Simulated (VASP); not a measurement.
A run of VASP 6.6.1 is set up as follows.

The input POSCAR:

```
MnSn3
1.0
    0.0000000000      3.6684432068      3.6684432068
    3.6684432068      0.0000000000      3.6684432068
    3.6684432068      3.6684432068      0.0000000000
Sn Mn
3 1
Direct
    0.2500000000      0.2500000000      0.2500000000
    0.7500000000      0.7500000000      0.7500000000
    0.5000000000      0.5000000000      0.5000000000
    0.0000000000      0.0000000000      0.0000000000
```

Contents of INCAR.step1:

```
PREC = Accurate
ENCUT = 520
ISMEAR = 0
SIGMA = 0.1
LREAL = F
LASPH = T
NELM = 150
ISPIN = 2
MAGMOM = 0 0 0 4
LMAXMIX = 4
NBANDS = 40
GGA = PE
ALGO = Normal
EDIFF = 1E-4
LWAVE = T
LCHARG = F
```

File INCAR.step2:

```
PREC = Accurate
ENCUT = 520
EDIFF = 1E-7
ISMEAR = 0
SIGMA = 0.1
LREAL = F
LASPH = T
NELM = 150
ALGO = Normal
ISIF = 2
LWAVE = F
LCHARG = F
ISPIN = 2
MAGMOM = 0 0 0 4
LORBIT = 11
LMAXMIX = 4
METAGGA = R2SCAN
LMIXTAU = T
NBANDS = 40
ISTART = 1
```

KPOINTS

```
regular mesh
0
Gamma
  10 10 10
```

Potentials or basis: VASP PAW PBE potentials, release 64 (Sn_d, Mn_pv).

The run is started by

```bash
$ cat potpaw_PBE.64/Sn_d/POTCAR potpaw_PBE.64/Mn_pv/POTCAR > POTCAR
$ cp INCAR.step1 INCAR
$ mpirun -np 1 vasp_std > vasp.out
$ cp INCAR.step2 INCAR
$ mpirun -np 1 vasp_std > vasp.out
```

Predict the net moment.

4.25 μB per cell.

Estimate the pressure.

-0.1 GPa.

What does it give for the site moments?

Sn -0.09, +0.01 (each value once); Mn +4.29 μB.

Caveat: the PAW data sets were made with another functional, which shifts forces and pressure a little.
